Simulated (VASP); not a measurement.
# CdS (P1) in VASP: electric field gradients with PBE

Aim: the electric field gradients of CdS with PBE.

Everything below comes from runs of VASP 6.6.1. Logs are shortened: lines on timing, memory, paths and dates and some standing lists are left out, and cuts for length are marked.

### 1 The cell of the first run

The typed cell holds 4 atoms: a = 4.135 Å, b = 4.099 Å, c = 6.750 Å, α = 89.57°, β = 88.85°, γ = 119.13°.

### 2 Electric field gradients, PBE (equal xy, yz and zx shear strains of +2 %)

Contents of INCAR:

```
SYSTEM = CdS
ALGO = Normal
EDIFF = 1E-8
ENCUT = 520
GGA = PE
ISIF = 2
ISMEAR = -1
LASPH = .TRUE.
LCHARG = .FALSE.
LEFG = .TRUE.
LREAL = .FALSE.
LWAVE = .FALSE.
NBANDS = 26
NELM = 100
PREC = Accurate
SIGMA = 0.01
```

Contents of KPOINTS:

```
k-points
0
G
  7 7 4
  0 0 0
```

Contents of POSCAR:

```
CdS
1.0
    4.1347992034      0.0413479920      0.0413479920
   -2.0315911902      3.5601671537      0.0151344155
    0.0674900000      0.0674900000      6.7490000000
Cd S
2 2
Direct
    0.3333333333      0.6666666667      0.0000000000
    0.6666666667      0.3333333333      0.5000000000
    0.3333333333      0.6666666667      0.3850000000
    0.6666666667      0.3333333333      0.8850000000
```

Potentials or basis: VASP PAW PBE potentials, release 64 (Cd, S).

Started as:

```sh
cat potpaw_PBE.64/Cd/POTCAR potpaw_PBE.64/S/POTCAR > POTCAR
mpirun -np 1 vasp_std > vasp.out
```

OUTCAR:

```text
SYSTEM = CdS
   EDIFF = 1E-8
   ENCUT = 520
   GGA = PE
   ISIF = 2
   ISMEAR = -1
   LASPH = .TRUE.
   LREAL = .FALSE.
   NELM = 100
   PREC = Accurate

 ion  position               nearest neighbor table
   1  0.333  0.667  0.000-   4 2.49   4 2.50   4 2.55   3 2.60
   2  0.667  0.333  0.500-   3 2.50   3 2.51   3 2.53   4 2.60
   3  0.333  0.667  0.385-   2 2.50   2 2.51   2 2.53   1 2.60
   4  0.667  0.333  0.885-   1 2.49   1 2.50   1 2.55   2 2.60

  LATTYP: Found a triclinic cell.
 ALAT       =     4.1710413033
 B/A-ratio  =     0.9827452114
 C/A-ratio  =     1.6182229749
 COS(alpha) =     0.0074204947
 COS(beta)  =     0.0272158148
 COS(gamma) =     0.5000757388

  Lattice vectors:

 A1 = (   2.1032080132,   3.6015151457,   0.0564824075)
 A2 = (  -2.0315911902,   3.5601671537,   0.0151344155)
 A3 = (   0.0674900000,   0.0674900000,   6.7490000000)

Analysis of symmetry for initial positions (statically):
=====================================================================
 Subroutine PRICEL returns:
 Original cell was already a primitive cell.

 Routine SETGRP: Setting up the symmetry group for a
 triclinic supercell.

 Subroutine GETGRP returns: Found  1 space group operations
 (whereof  1 operations were pure point group operations)
 out of a pool of  2 trial point group operations.

The static configuration has the point symmetry C_1 .

Analysis of symmetry for dynamics (positions and initial velocities):
=====================================================================
 Subroutine PRICEL returns:
 Original cell was already a primitive cell.

 Routine SETGRP: Setting up the symmetry group for a
 triclinic supercell.

 Subroutine GETGRP returns: Found  1 space group operations
 (whereof  1 operations were pure point group operations)
 out of a pool of  2 trial point group operations.

The dynamic configuration has the point symmetry C_1 .

 Subroutine INISYM returns: Found  1 space group operations
 (whereof  1 operations are pure point group operations),
 and found     1 'primitive' translations

----------------------------------------------------------------------------------------

                                     Primitive cell

  volume of cell :      99.8963

  direct lattice vectors                    reciprocal lattice vectors
     4.134799203  0.041347992  0.041347992     0.240514845  0.137264626 -0.003777795
    -2.031591190  3.560167154  0.015134415    -0.002765538  0.279319304 -0.002765538
     0.067490000  0.067490000  6.749000000    -0.001467321 -0.001467321  0.148199446

  length of vectors
     4.135212663  4.099070868  6.749674866     0.276953498  0.279346685  0.148213973

  position of ions in fractional coordinates (direct lattice)
     0.333333333  0.666666667  0.000000000
     0.666666667  0.333333333  0.500000000
     0.333333333  0.666666667  0.385000000
     0.666666667  0.333333333  0.885000000

  ion indices of the primitive-cell ions
   primitive index   ion index
                 1           1
                 2           2
                 3           3
                 4           4

----------------------------------------------------------------------------------------

 KPOINTS: k-points

Automatic generation of k-mesh.
 Grid dimensions read from file:
 generate k-points for:    7    7    4

 Generating k-lattice:

  Cartesian coordinates                     Fractional coordinates (reciprocal lattice)
     0.034359264  0.019609232 -0.000539685     0.142857143  0.000000000 -0.000000000
    -0.000395077  0.039902758 -0.000395077     0.000000000  0.142857143  0.000000000
    -0.000366830 -0.000366830  0.037049861     0.000000000  0.000000000  0.250000000

  Length of vectors
     0.039564785  0.039906669  0.037053493

  Shift w.r.t. Gamma in fractional coordinates (k-lattice)
     0.000000000  0.000000000  0.000000000

 Subroutine IBZKPT returns following result:
 ===========================================

 Found     99 irreducible k-points:

 Following reciprocal coordinates:
            Coordinates               Weight
  0.000000  0.000000  0.000000      1.000000
  0.142857  0.000000 -0.000000      2.000000
  0.285714  0.000000  0.000000      2.000000
  0.428571  0.000000 -0.000000      2.000000
 -0.000000  0.142857 -0.000000      2.000000
  0.142857  0.142857  0.000000      2.000000
[... 16 lines left out ...]
 -0.428571  0.428571  0.000000      2.000000
 -0.285714  0.428571  0.000000      2.000000
 [... further k-points ...]
   k-points           NKPTS =     99   k-points in BZ     NKDIM =     99   number of bands    NBANDS=     26
   number of dos      NEDOS =    301   number of ions     NIONS =      4
   total plane-waves  NPLWV =  48000
   dimension x,y,z NGX =    32 NGY =   30 NGZ =   50
   dimension x,y,z NGXF=    64 NGYF=   60 NGZF=  100
   ions per type =               2   2
   NGX,Y,Z   is equivalent  to a cutoff of  12.86, 12.17, 12.32 a.u.
   NGXF,Y,Z  is equivalent  to a cutoff of  25.73, 24.33, 24.63 a.u.
 SYSTEM =  CdS
   PREC   = accura    normal or accurate (medium, high low for compatibility)
   ISTART =      0    job   : 0-new  1-cont  2-samecut
   ICHARG =      2    charge: 1-file 2-atom 10-const
   ISPIN  =      1    spin polarized calculation?
   LNONCOLLINEAR =      F non collinear calculations
   LSORBIT =      F    spin-orbit coupling
   LASPH  =      T    aspherical Exc in radial PAW
   ENCUT  =  520.0 eV  38.22 Ry    6.18 a.u.   7.69  7.62 12.55*2*pi/ulx,y,z
   NELM   =    100;   NELMIN=  2; NELMDL= -5     # of ELM steps
   EDIFF  = 0.1E-07   stopping-criterion for ELM
   LREAL  =      F    real-space projection
   EDIFFG = 0.1E-06   stopping-criterion for IOM
   NSW    =      0    number of steps for IOM
   IBRION =     -1    ionic relax: 0-MD 1-quasi-New 2-CG
   NFREE  =      0    steps in history (QN), initial steepest desc. (CG)
   ISIF   =      2    stress and relaxation
   ISYM   =      2    0-nonsym 1-usesym 2-fastsym
   POTIM  = 0.5000    time-step for ionic-motion
   TEBEG  =    0.0;   TEEND  =   0.0 temperature during run
   PSTRESS=    0.0 pullay stress
   NELECT =      36.0000    total number of electrons
   NUPDOWN=      -1.0000    fix difference up-down
   EMIN   =  10.00;   EMAX   =-10.00  energy-range for DOS
   EFERMI =   0.00;   METHOD = LEGACY
   ISMEAR =    -1;   SIGMA  =   0.01  broadening in eV -4-tet -1-fermi 0-gaus
   EFERMI_NEDOS =   21; number of points for ismear=-14 and -15
   IALGO  =     38    algorithm
   IMIX   =      4    mixing-type and parameters
     AMIX     =   0.40;   BMIX     =  1.00
     AMIX_MAG =   1.60;   BMIX_MAG =  1.00
  volume/ion in A,a.u.               =      24.97       168.53
  Fermi-wavevector in a.u.,A,eV,Ry     =   1.165000  2.201530 18.466160  1.357224
  Thomas-Fermi vector in A             =   2.301531
   LORBIT       =      0    0 simple, 1 ext, 2 COOP (PROOUT), +10 PAW based schemes
   GGA     = PE    functional components
   LHFCALC =     F    Hartree Fock is set to
   AEXX    =    0.0000 exact exchange contribution
   IVDW    =     0    specifies the selected vdW correction
   LEPSILON=     F    determine dielectric tensor
   LRPA    =     F    only Hartree local field effects (RPA)
 non-spin polarized calculation
  energy-cutoff  :      520.00
  volume of cell :       99.90
 maximum number of plane-waves:      2711
   NGX = 15   NGY = 15   NGZ = 25

 number of electron      35.9999993 magnetization

 Free energy of the ion-electron system (eV)
  ---------------------------------------------------
  ext. energy  EPLUGINS =         0.00000000
  ---------------------------------------------------
  free energy    TOTEN  =       -12.22963826 eV

  energy without entropy =      -12.22963826  energy(sigma->0) =      -12.22963826

 E-fermi :   1.5235     XC(G=0):  -9.1112

 val. band max:        1.2803387056   @ k =   0.0000   0.0000   0.0000
 cond. band min:       2.4765316957   @ k =   0.0000   0.0000   0.0000
 fundamental gap:      1.1961929902
 Fermi energy:         1.5234758208

 k-point     1 :       0.0000    0.0000    0.0000
  band No.  band energies     occupation
      1     -11.0833      2.00000
      2     -10.6718      2.00000
      3      -6.4603      2.00000
      4      -6.4495      2.00000
      5      -6.3939      2.00000
      6      -6.3823      2.00000
[... 18 lines left out ...]
     25       8.8980      0.00000
     26       8.9818      0.00000

 k-point     2 :       0.1429    0.0000   -0.0000
  band No.  band energies     occupation
      1     -11.0132      2.00000
      2     -10.6392      2.00000
      3      -6.4289      2.00000
      4      -6.4136      2.00000
      5      -6.3593      2.00000
      6      -6.3428      2.00000
[... 18 lines left out ...]
     25       8.7475      0.00000
     26       9.3227      0.00000

 k-point     3 :       0.2857    0.0000    0.0000
  band No.  band energies     occupation
      1     -10.8472      2.00000
      2     -10.5732      2.00000
      3      -6.3662      2.00000
      4      -6.3563      2.00000
      5      -6.2514      2.00000
      6      -6.2148      2.00000
[... 18 lines left out ...]
     25       9.3667      0.00000
     26       9.7796      0.00000

 k-point     4 :       0.4286    0.0000   -0.0000
  band No.  band energies     occupation
      1     -10.6967      2.00000
      2     -10.5369      2.00000
      3      -6.3335      2.00000
      4      -6.3284      2.00000
      5      -6.1787      2.00000
      6      -6.1180      2.00000
[... 18 lines left out ...]
     25       9.7104      0.00000
     26      10.8767      0.00000
[... 496 lines left out ...]
      1     -10.6288      2.00000
      2     -10.5325      2.00000
      3      -6.3286      2.00000
      4      -6.2681      2.00000
      5      -6.1464      2.00000
      6      -6.1098      2.00000
[... 18 lines left out ...]
     25      10.1124      0.00000
     26      10.8993      0.00000

 k-point    23 :      -0.4286    0.4286    0.0000
  band No.  band energies     occupation
      1     -10.6786      2.00000
      2     -10.5311      2.00000
      3      -6.3141      2.00000
      4      -6.3072      2.00000
      5      -6.1547      2.00000
      6      -6.1290      2.00000
[... 18 lines left out ...]
     25       9.7401      0.00000
     26      11.0423      0.00000

 k-point    24 :      -0.2857    0.4286    0.0000
  band No.  band energies     occupation
      1     -10.7181      2.00000
      2     -10.5369      2.00000
      3      -6.3339      2.00000
      4      -6.2847      2.00000
      5      -6.1902      2.00000
      6      -6.1682      2.00000
[... 18 lines left out ...]
     25       9.2446      0.00000
     26      10.3293      0.00000

 [... further k-points ...]
[... 5 lines left out ...]
  --------------------------------------------------------------------------------------
  -------------------------------------------------------------------------------------
  Total        2.3213828      2.3079555      0.8453423     -0.5397595     -0.2906696     -0.2913513
  in kB       37.2312730     37.0159190     13.5579402     -8.6568810     -4.6618767     -4.6728092
  external PRESSURE =      29.2683774 kB  Pullay stress =       0.0000000 kB

 VOLUME and BASIS-vectors are now :
 -----------------------------------------------------------------------------
  energy-cutoff  :      520.00
  volume of cell :       99.90
      direct lattice vectors                 reciprocal lattice vectors
     4.134799203  0.041347992  0.041347992     0.240514845  0.137264626 -0.003777795
    -2.031591190  3.560167154  0.015134415    -0.002765538  0.279319304 -0.002765538
     0.067490000  0.067490000  6.749000000    -0.001467321 -0.001467321  0.148199446

 POSITION                                       TOTAL-FORCE (eV/Angst)
 -----------------------------------------------------------------------------------
      0.02387      2.38723      0.02387        -0.211164     -0.077177      0.275930
      2.11308      1.24803      3.40711         0.048500     -0.084545      0.269686
      0.04986      2.41321      2.62224        -0.071307      0.084681     -0.267879
      2.13906      1.27402      6.00548         0.233971      0.077041     -0.277737
 -----------------------------------------------------------------------------------
    total drift:                               -0.000135     -0.000072     -0.000541

  FREE ENERGIE OF THE ION-ELECTRON SYSTEM (eV)
  ---------------------------------------------------
  free  energy   TOTEN  =       -12.2296382639 eV

  energy  without entropy=      -12.2296382639  energy(sigma->0) =      -12.22963826

 Electric field gradients (V/A^2)
---------------------------------------------------------------------
 ion       V_xx      V_yy      V_zz      V_xy      V_xz      V_yz
---------------------------------------------------------------------
   1     -10.689   -24.934    35.623    13.472     7.047    -0.092
   2     -24.891   -10.422    35.313    -0.884    -7.052     0.079
   3       4.131     2.728    -6.859     3.345     4.308     2.882
   4       2.838     3.951    -6.789     2.088     1.446     2.868
---------------------------------------------------------------------

 Electric field gradients after diagonalization (V/A^2)
 (convention: |V_zz| > |V_xx| > |V_yy|)
----------------------------------------------------------------------
 ion       V_xx      V_yy      V_zz     asymmetry (V_yy - V_xx)/ V_zz
----------------------------------------------------------------------
   1     -33.254    -3.479    36.733       0.811
   2     -25.755   -10.373    36.128       0.426
   3       8.576     0.033    -8.609       0.992
   4       6.319     1.268    -7.587       0.666
----------------------------------------------------------------------

           NMR quadrupolar parameters

 Cq : quadrupolar parameter    Cq=e*Q*V_zz/h
 eta: asymmetry parameters     (V_yy - V_xx)/ V_zz
 Q  : nuclear electric quadrupole moment in mb (millibarn)
----------------------------------------------------------------------
 ion       Cq(MHz)       eta       Q (mb)
----------------------------------------------------------------------
   1       0.089       0.811       1.000
   2       0.087       0.426       1.000
   3      -0.021       0.992       1.000
   4      -0.018       0.666       1.000
----------------------------------------------------------------------
```

Wall time 3.7 min (1 thread of Intel Xeon Platinum 8259CL at 2.50GHz (Skylake/Cascade Lake), shared host); peak memory 0.36 GiB.

What came out:

- Free energy: -12.2296 eV
- Pressure: 2.9 GPa
- Largest force: 0.371 eV/Å
- Band gap on the k mesh: 1.20 eV
- Largest electric field gradient by atom: Cd +36.7, +36.1; S -8.6, -7.6 V/Å²

Forces in eV/Å, atoms in the order of the input:
```
Cd  -0.211 -0.077  0.276
Cd   0.049 -0.085  0.270
S   -0.071  0.085 -0.268
S    0.234  0.077 -0.278
```

Levels at points of the mesh, in eV from the valence-band top:
| k point | band 15 | band 16 | band 17 | band 18 | band 19 | band 20 | band 21 | band 22 |
| --- | --- | --- | --- | --- | --- | --- | --- | --- |
| (0.00, 0.00, 0.00) | -0.70 | -0.11 | -0.02 | 0.00 | 1.20 | 2.70 | 6.38 | 6.55 |
| (0.00, 0.00, 0.50) | -0.44 | -0.41 | -0.37 | -0.34 | 2.79 | 2.79 | 6.10 | 6.10 |

Electric field gradients, principal values (V/Å²):
| atom | least | middle | greatest (by size) |
| --- | --- | --- | --- |
| 1 Cd | -3.479 | -33.254 | 36.733 |
| 2 Cd | -10.373 | -25.755 | 36.128 |
| 3 S | 0.033 | 8.576 | -8.609 |
| 4 S | 1.268 | 6.319 | -7.587 |

Caveat: the cell differs from its parent crystal (equal xy, yz and zx shear strains of +2 %); without QUAD_EFG the Cq values of the log hold for a quadrupole moment of 1 mb, not for the nuclei.
